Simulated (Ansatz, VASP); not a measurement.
BN in VASP and in Ansatz

Contents of INCAR:

```
SYSTEM = BN
PREC = Accurate
ENCUT = 520
EDIFF = 1E-6
ISMEAR = 0
SIGMA = 0.05
LREAL = .FALSE.
LASPH = .TRUE.
NELM = 60
ALGO = Normal
ISIF = 2
LWAVE = .FALSE.
LCHARG = .FALSE.
GGA = PS
NBANDS = 16
```

Contents of KPOINTS:

```
regular mesh
0
G
  12 12 4
  0 0 0
```

POSCAR

```
BN
1.0
    2.5043488457      0.0000000000      0.0000000000
   -1.2521744229      2.1688297203      0.0000000000
    0.0000000000      0.0000000000      7.0190956742
B N
2 2
Direct
    0.3333333333      0.6666666667      0.2500000000
    0.6666666667      0.3333333333      0.7500000000
    0.3064827767      0.7400237515      0.7500000000
    0.6666666667      0.3333333333      0.2500000000
```

Input for Ansatz:

```yaml
crystal:
  lattice:
    - [2.5043488457, 0.0, 0.0]
    - [-1.2521744229, 2.1688297203, 0.0]
    - [0.0, 0.0, 7.0190956742]
  atoms:
    - { symbol: B, position: [0.3333333333, 0.6666666667, 0.25] }
    - { symbol: B, position: [0.6666666667, 0.3333333333, 0.75] }
    - { symbol: "N", position: [0.3064827767, 0.7400237515, 0.75] }
    - { symbol: "N", position: [0.6666666667, 0.3333333333, 0.25] }
basis:
  ecutwfc: 420
kpoints:
  mp_grid: { grid: [12, 12, 4] }
hamiltonian:
  xc: pbesol
scf:
  occupations: { method: gaussian, width: 0.05 }
output:
  forces: true
  stress: true
  eigenvalues: true
```

Alike in both runs: task single point; functional PBEsol; k mesh 12 × 12 × 4; occupations gaussian, width 0.05 eV; no spin polarisation.

|  | VASP | Ansatz |
| --- | --- | --- |
| version | VASP 6.6.1 | Ansatz 0.2.0 |
| potentials or method | VASP PAW PBE potentials, release 64 (B, N), cutoff 520 eV | scalar-relativistic, plane waves, PAW |
| valence electrons in the cell | 16 | 16 |

```tsv
	VASP	Ansatz	Ansatz less VASP
gap on the k mesh at the Fermi level (eV)	2.59	2.60	+0.011
least direct gap on the mesh (eV)	3.58	3.59	+0.005
pressure (GPa)	7.9	7.7	-0.18
traceless stress, the component that is largest in VASP (GPa)	14.25	14.02	-0.230
rms of the force components (eV/Å)	3.074	3.074	+0.0002
```

VASP's potentials were made for PBE, not for PBEsol. Atom by atom the forces differ by 0.004 eV/Å (rms over components). With one functional, cell and mesh, what is left measures potentials, basis and numerics.
